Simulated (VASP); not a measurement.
B2Ru3, 10 atoms in the cell. The structure is cubic, space group Pn-3m (No. 224). Conventional cell: a = 5.036 Å, b = 5.036 Å, c = 5.036 Å, α = 90.00°, β = 90.00°, γ = 90.00°. Within 2.9 Å of B (site symmetry -3m) lie 6 Ru at 2.18 Å. Ru (site symmetry -42m) has 4 B at 2.18 Å and 4 Ru at 2.52 Å within 2.9 Å. The cell was built from a structure type or drawn by symmetry, and may not be a known phase.

| Property | Result |
| --- | --- |
| Program | VASP 6.6.1 |
| Task | relaxation of cell and atoms |
| Functional | PBE |
| Potentials or basis | VASP PAW PBE potentials, release 64 (B, Ru_pv) |
| Cutoff | 600 eV |
| k mesh | 4 × 4 × 4 |
| Occupations | gaussian, width 0.1 eV |
| Spin | no spin polarisation |
| Dipole correction | no |
| Further INCAR settings | ALGO = Fast; EDIFF = 1e-06; IBRION = 2; EDIFFG = -0.04; NSW = 90; ISIF = 3 |

Potentials or basis: VASP PAW PBE potentials, release 64 (B, Ru_pv).

The run is started by

```bash
$ cat potpaw_PBE.64/B/POTCAR potpaw_PBE.64/Ru_pv/POTCAR > POTCAR
$ mpirun -np 1 vasp_std > vasp.out
```

Hardware: 1 thread of Intel(R) Xeon(R) 6975P-C (Granite Rapids) (shared host).

Q: Estimate the wall time of this run.

A: Wall time 120 s on 1 thread of Intel(R) Xeon(R) 6975P-C (Granite Rapids), with other jobs on the host, peak memory 0.27 GiB. Counts: scf iterations 46, k points 10, ion steps 3.
